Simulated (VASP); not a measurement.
# CaPb3 (Pm-3m) in VASP: notebook

CaPb3 is run at these levels: LDA; tasks: single point.

All numbers are computed with VASP 6.6.1; they aren't measurements. Logs are shortened: lines on timing, memory, paths and dates and some standing lists are left out, and cuts for length are marked.

## (1) The cell of the first run

It takes space group Pm-3m (No. 221, cubic). Conventional cell: a = 4.891 Å, b = 4.891 Å, c = 4.891 Å, α = 90.00°, β = 90.00°, γ = 90.00°. Within 4.5 Å of Ca (site symmetry m-3m) lie 12 Pb at 3.46 Å. Pb (site symmetry 4/mmm) has 4 Ca at 3.46 Å and 8 Pb at 3.46 Å within 4.5 Å.

## (2) Single point, LDA

Input file INCAR:

```
  ALGO = Normal
  EDIFF = 1E-6
  ENCUT = 520
  GGA = CA
  ISIF = 2
  ISMEAR = 1
  LASPH = T
  LCHARG = F
  LREAL = F
  LWAVE = F
  NBANDS = 34
  NELM = 100
  PREC = Accurate
  SIGMA = 0.1
```

Input file KPOINTS:

```
k-points
0
Gamma
  5 5 5
```

Input file POSCAR:

```
CaPb3
1.0
    4.8910000000      0.0000000000      0.0000000000
    0.0000000000      4.8910000000      0.0000000000
    0.0000000000      0.0000000000      4.8910000000
Ca Pb
1 3
Direct
    0.0000000000      0.0000000000      0.0000000000
    0.0000000000      0.5000000000      0.5000000000
    0.5000000000      0.0000000000      0.5000000000
    0.5000000000      0.5000000000      0.0000000000
```

Potentials or basis: VASP PAW LDA potentials, release 64 (Ca_sv, Pb_d).

Launch:

```bash
$ cat potpaw_LDA.64/Ca_sv/POTCAR potpaw_LDA.64/Pb_d/POTCAR > POTCAR
$ mpirun -np 1 vasp_std > vasp.out
```

OUTCAR:

```text
EDIFF = 1E-6
   ENCUT = 520
   GGA = CA
   ISIF = 2
   ISMEAR = 1
   LASPH = T
   LREAL = F
   NELM = 100
   PREC = Accurate

 ion  position               nearest neighbor table
   1  0.000  0.000  0.000-   2 3.46   3 3.46   4 3.46   2 3.46   3 3.46   2 3.46   4 3.46   2 3.46
                             3 3.46   4 3.46   3 3.46   4 3.46
   2  0.000  0.500  0.500-   1 3.46   3 3.46   4 3.46   1 3.46   4 3.46   1 3.46   3 3.46   1 3.46
                             3 3.46   4 3.46   4 3.46   3 3.46
   3  0.500  0.000  0.500-   1 3.46   2 3.46   4 3.46   1 3.46   4 3.46   2 3.46   4 3.46   4 3.46
                             1 3.46   2 3.46   1 3.46   2 3.46
   4  0.500  0.500  0.000-   1 3.46   2 3.46   3 3.46   2 3.46   3 3.46   1 3.46   3 3.46   3 3.46
                             1 3.46   2 3.46   2 3.46   1 3.46

  LATTYP: Found a simple cubic cell.
 ALAT       =     4.8910000000

  Lattice vectors:

 A1 = (   4.8910000000,   0.0000000000,   0.0000000000)
 A2 = (   0.0000000000,   4.8910000000,   0.0000000000)
 A3 = (   0.0000000000,   0.0000000000,   4.8910000000)

Analysis of symmetry for initial positions (statically):
=====================================================================
 Subroutine PRICEL returns:
 Original cell was already a primitive cell.

 Routine SETGRP: Setting up the symmetry group for a
 simple cubic supercell.

 Subroutine GETGRP returns: Found 48 space group operations
 (whereof 48 operations were pure point group operations)
 out of a pool of 48 trial point group operations.

The static configuration has the point symmetry O_h .

Analysis of symmetry for dynamics (positions and initial velocities):
=====================================================================
 Subroutine PRICEL returns:
 Original cell was already a primitive cell.

 Routine SETGRP: Setting up the symmetry group for a
 simple cubic supercell.

 Subroutine GETGRP returns: Found 48 space group operations
 (whereof 48 operations were pure point group operations)
 out of a pool of 48 trial point group operations.

The dynamic configuration has the point symmetry O_h .

 Subroutine INISYM returns: Found 48 space group operations
 (whereof 48 operations are pure point group operations),
 and found     1 'primitive' translations

----------------------------------------------------------------------------------------

                                     Primitive cell

  volume of cell :     117.0019

[... 76 lines left out ...]
   NELM   =    100;   NELMIN=  2; NELMDL= -5     # of ELM steps
   EDIFF  = 0.1E-05   stopping-criterion for ELM
   LREAL  =      F    real-space projection
   EDIFFG = 0.1E-04   stopping-criterion for IOM
   NSW    =      0    number of steps for IOM
   IBRION =     -1    ionic relax: 0-MD 1-quasi-New 2-CG
   NFREE  =      0    steps in history (QN), initial steepest desc. (CG)
   ISIF   =      2    stress and relaxation
   ISYM   =      2    0-nonsym 1-usesym 2-fastsym
   POTIM  = 0.5000    time-step for ionic-motion
   TEBEG  =    0.0;   TEEND  =   0.0 temperature during run
   PSTRESS=    0.0 pullay stress
   NELECT =      52.0000    total number of electrons
   NUPDOWN=      -1.0000    fix difference up-down
   EMIN   =  10.00;   EMAX   =-10.00  energy-range for DOS
   EFERMI =   0.00;   METHOD = LEGACY
   ISMEAR =     1;   SIGMA  =   0.10  broadening in eV -4-tet -1-fermi 0-gaus
   EFERMI_NEDOS =   21; number of points for ismear=-14 and -15
   IALGO  =     38    algorithm
   IMIX   =      4    mixing-type and parameters
     AMIX     =   0.40;   BMIX     =  1.00
     AMIX_MAG =   1.60;   BMIX_MAG =  1.00
  volume/ion in A,a.u.               =      29.25       197.39
  Fermi-wavevector in a.u.,A,eV,Ry     =   1.249333  2.360897 21.236428  1.560833
  Thomas-Fermi vector in A             =   2.383379
   LORBIT       =      0    0 simple, 1 ext, 2 COOP (PROOUT), +10 PAW based schemes
   GGA     = CA    functional components
   LHFCALC =     F    Hartree Fock is set to
   AEXX    =    0.0000 exact exchange contribution
   IVDW    =     0    specifies the selected vdW correction
   LEPSILON=     F    determine dielectric tensor
   LRPA    =     F    only Hartree local field effects (RPA)
 non-spin polarized calculation
 Methfessel and Paxton  Order N= 1 SIGMA  =   0.10
  energy-cutoff  :      520.00
  volume of cell :      117.00
 maximum number of plane-waves:      3174
   NGX = 19   NGY = 19   NGZ = 19

 number of electron      52.0000006 magnetization

 Free energy of the ion-electron system (eV)
  ---------------------------------------------------
  ext. energy  EPLUGINS =         0.00000000
  ---------------------------------------------------
  free energy    TOTEN  =       -16.36536345 eV

  energy without entropy =      -16.36698366  energy(sigma->0) =      -16.36590352

 E-fermi :   6.3239     XC(G=0): -10.2690

 val. band max:        6.2692574140   @ k =   0.4000   0.2000   0.2000
 cond. band min:       6.3860243222   @ k =   0.4000   0.2000   0.0000
 fundamental gap:      0.1167669082
 Fermi energy:         6.3238844559

 k-point     1 :       0.0000    0.0000    0.0000
  band No.  band energies     occupation
      1     -34.6352      2.00000
      2     -15.9613      2.00000
      3     -15.9613      2.00000
      4     -15.9613      2.00000
      5     -10.6740      2.00000
      6     -10.6740      2.00000
[... 359 lines left out ...]
     33      11.3088      0.00000
     34      11.3156      0.00000

------------------------ aborting loop because EDIFF is reached ----------------------------------------

  FORCE on cell =-STRESS in cart. coord.  units (eV):
  Direction    XX          YY          ZZ          XY          YZ          ZX
  --------------------------------------------------------------------------------------
  -------------------------------------------------------------------------------------
  Total       -1.5628731     -1.5628731     -1.5628731      0.0000000      0.0000000     -0.0000000
  in kB      -21.4013568    -21.4013568    -21.4013568      0.0000000      0.0000000     -0.0000000
  external PRESSURE =     -21.4013568 kB  Pullay stress =       0.0000000 kB

 VOLUME and BASIS-vectors are now :
 -----------------------------------------------------------------------------
  energy-cutoff  :      520.00
  volume of cell :      117.00
      direct lattice vectors                 reciprocal lattice vectors
     4.891000000  0.000000000  0.000000000     0.204457166  0.000000000  0.000000000
     0.000000000  4.891000000  0.000000000     0.000000000  0.204457166  0.000000000
     0.000000000  0.000000000  4.891000000     0.000000000  0.000000000  0.204457166

 POSITION                                       TOTAL-FORCE (eV/Angst)
 -----------------------------------------------------------------------------------
      0.00000      0.00000      0.00000         0.000000      0.000000      0.000000
      0.00000      2.44550      2.44550         0.000000      0.000000      0.000000
      2.44550      0.00000      2.44550         0.000000      0.000000      0.000000
      2.44550      2.44550      0.00000         0.000000      0.000000      0.000000
 -----------------------------------------------------------------------------------
    total drift:                                0.000000      0.000000      0.000000

  FREE ENERGIE OF THE ION-ELECTRON SYSTEM (eV)
  ---------------------------------------------------
  free  energy   TOTEN  =       -16.3653634495 eV

  energy  without entropy=      -16.3669836587  energy(sigma->0) =      -16.36590352
```

OSZICAR:

```text
N       E                     dE             d eps       ncg     rms          rms(c)
DAV:   1     0.619791516140E+03    0.61979E+03   -0.25552E+04   680   0.180E+03
DAV:   2     0.352838427766E+02   -0.58451E+03   -0.57370E+03   682   0.479E+02
DAV:   3    -0.138915946241E+02   -0.49175E+02   -0.48552E+02   826   0.179E+02
DAV:   4    -0.164425203345E+02   -0.25509E+01   -0.25398E+01  1112   0.393E+01
DAV:   5    -0.165150052386E+02   -0.72485E-01   -0.72413E-01  1116   0.499E+00    0.351E+00
DAV:   6    -0.163849990837E+02    0.13001E+00   -0.30256E-01   944   0.482E+00    0.213E+00
DAV:   7    -0.163686332723E+02    0.16366E-01   -0.73614E-02   912   0.235E+00    0.752E-01
DAV:   8    -0.163653625725E+02    0.32707E-02   -0.10207E-02  1046   0.778E-01    0.434E-02
DAV:   9    -0.163653675478E+02   -0.49753E-05   -0.64982E-04   968   0.119E-01    0.306E-02
DAV:  10    -0.163653652848E+02    0.22630E-05   -0.76362E-05   902   0.590E-02    0.171E-02
DAV:  11    -0.163653635580E+02    0.17267E-05   -0.96461E-06   814   0.163E-02    0.211E-03
DAV:  12    -0.163653634495E+02    0.10852E-06   -0.12641E-06   678   0.772E-03
   1 F= -.16365363E+02 E0= -.16365904E+02  d E =0.162021E-02
```

stdout:

```text
POSCAR found type information on POSCAR CaPb
 POSCAR found :  2 types and       4 ions
 scaLAPACK will be used
 LDA part: xc-table for (Slater(with rela. corr.)+CA(PZ))
 , standard interpolation
 POSCAR, INCAR and KPOINTS ok, starting setup
 FFT: planning ... GRIDC
 FFT: planning ... GRID_SOFT
 FFT: planning ... GRID
 WAVECAR not read
 entering main loop
```

It took 20 s on 1 thread of Intel Xeon Platinum 8375C at 2.90GHz (Ice Lake), shared host; peak memory 0.19 GiB.

What came out:

```
Free energy            : -16.3654 eV
Pressure               : -2.1 GPa
Band gap on the k mesh : zero (band 26 reaches 8.21 eV, above the bottom of band 27 at 6.20 eV)
```

Caveat: spin-orbit coupling is left out, which moves the levels of the heavy elements.

## (3) Single point, LDA

Input file INCAR:

```
SYSTEM = CaPb3
ALGO = Normal ; EDIFF = 1E-6
ENCUT = 520 ; ISIF = 2
ISMEAR = 1 ; LASPH = .True.
LCHARG = .False. ; LREAL = .False.
LWAVE = .False. ; NBANDS = 34
NELM = 100 ; PREC = Accurate
SIGMA = 0.1
```

Input file KPOINTS:

```
k-points
0
Gamma
  5 5 5
  0 0 0
```

POSCAR is that of step 2.

Potentials or basis: VASP PAW LDA potentials, release 64 (Ca_sv, Pb_d).

Launch:

```bash
$ cat potpaw_LDA.64/Ca_sv/POTCAR potpaw_LDA.64/Pb_d/POTCAR > POTCAR
$ mpirun -np 1 vasp_std > vasp.out
```

OUTCAR:

```text
SYSTEM = CaPb3
   EDIFF = 1E-6
   ENCUT = 520
   ISIF = 2
   ISMEAR = 1
   LASPH = .True.
   LREAL = .False.
   NELM = 100
   PREC = Accurate

 ion  position               nearest neighbor table
   1  0.000  0.000  0.000-   2 3.46   3 3.46   4 3.46   2 3.46   3 3.46   2 3.46   4 3.46   2 3.46
                             3 3.46   4 3.46   3 3.46   4 3.46
   2  0.000  0.500  0.500-   1 3.46   3 3.46   4 3.46   1 3.46   4 3.46   1 3.46   3 3.46   1 3.46
                             3 3.46   4 3.46   4 3.46   3 3.46
   3  0.500  0.000  0.500-   1 3.46   2 3.46   4 3.46   1 3.46   4 3.46   2 3.46   4 3.46   4 3.46
[... 557 lines left out ...]
  --------------------------------------------------------------------------------------
  -------------------------------------------------------------------------------------
  Total       -1.5628731     -1.5628731     -1.5628731      0.0000000      0.0000000     -0.0000000
  in kB      -21.4013568    -21.4013568    -21.4013568      0.0000000      0.0000000     -0.0000000
  external PRESSURE =     -21.4013568 kB  Pullay stress =       0.0000000 kB

 VOLUME and BASIS-vectors are now :
 -----------------------------------------------------------------------------
  energy-cutoff  :      520.00
  volume of cell :      117.00
      direct lattice vectors                 reciprocal lattice vectors
     4.891000000  0.000000000  0.000000000     0.204457166  0.000000000  0.000000000
     0.000000000  4.891000000  0.000000000     0.000000000  0.204457166  0.000000000
     0.000000000  0.000000000  4.891000000     0.000000000  0.000000000  0.204457166

 POSITION                                       TOTAL-FORCE (eV/Angst)
 -----------------------------------------------------------------------------------
      0.00000      0.00000      0.00000         0.000000      0.000000      0.000000
      0.00000      2.44550      2.44550         0.000000      0.000000      0.000000
      2.44550      0.00000      2.44550         0.000000      0.000000      0.000000
      2.44550      2.44550      0.00000         0.000000      0.000000      0.000000
 -----------------------------------------------------------------------------------
    total drift:                                0.000000      0.000000      0.000000

  FREE ENERGIE OF THE ION-ELECTRON SYSTEM (eV)
  ---------------------------------------------------
  free  energy   TOTEN  =       -16.3653634495 eV

  energy  without entropy=      -16.3669836587  energy(sigma->0) =      -16.36590352
```

OSZICAR:

```text
N       E                     dE             d eps       ncg     rms          rms(c)
DAV:   1     0.619791516140E+03    0.61979E+03   -0.25552E+04   680   0.180E+03
DAV:   2     0.352838427766E+02   -0.58451E+03   -0.57370E+03   682   0.479E+02
DAV:   3    -0.138915946241E+02   -0.49175E+02   -0.48552E+02   826   0.179E+02
DAV:   4    -0.164425203345E+02   -0.25509E+01   -0.25398E+01  1112   0.393E+01
DAV:   5    -0.165150052386E+02   -0.72485E-01   -0.72413E-01  1116   0.499E+00    0.351E+00
DAV:   6    -0.163849990837E+02    0.13001E+00   -0.30256E-01   944   0.482E+00    0.213E+00
DAV:   7    -0.163686332723E+02    0.16366E-01   -0.73614E-02   912   0.235E+00    0.752E-01
DAV:   8    -0.163653625725E+02    0.32707E-02   -0.10207E-02  1046   0.778E-01    0.434E-02
DAV:   9    -0.163653675478E+02   -0.49753E-05   -0.64982E-04   968   0.119E-01    0.306E-02
DAV:  10    -0.163653652848E+02    0.22630E-05   -0.76362E-05   902   0.590E-02    0.171E-02
DAV:  11    -0.163653635580E+02    0.17267E-05   -0.96461E-06   814   0.163E-02    0.211E-03
DAV:  12    -0.163653634495E+02    0.10852E-06   -0.12641E-06   678   0.772E-03
   1 F= -.16365363E+02 E0= -.16365904E+02  d E =0.162021E-02
```

It took 18 s on 1 thread of Intel Xeon Platinum 8375C at 2.90GHz (Ice Lake), shared host; peak memory 0.18 GiB.

Results:

```yaml
Free_energy: -16.3654 eV
Pressure: -2.1 GPa
Band_gap_on_the_k_mesh: zero (band 26 reaches 8.21 eV, above the bottom of band 27 at 6.20 eV)
```

Levels at points of the mesh, in eV from the Fermi level:
| k point | band 23 | band 24 | band 25 | band 26 | band 27 | band 28 | band 29 | band 30 |
| --- | --- | --- | --- | --- | --- | --- | --- | --- |
| (0.00, 0.00, 0.00) | -2.54 | -2.54 | -2.54 | 1.89 | 2.19 | 2.19 | 2.19 | 2.50 |

Caveat: spin-orbit coupling is left out, which moves the levels of the heavy elements.
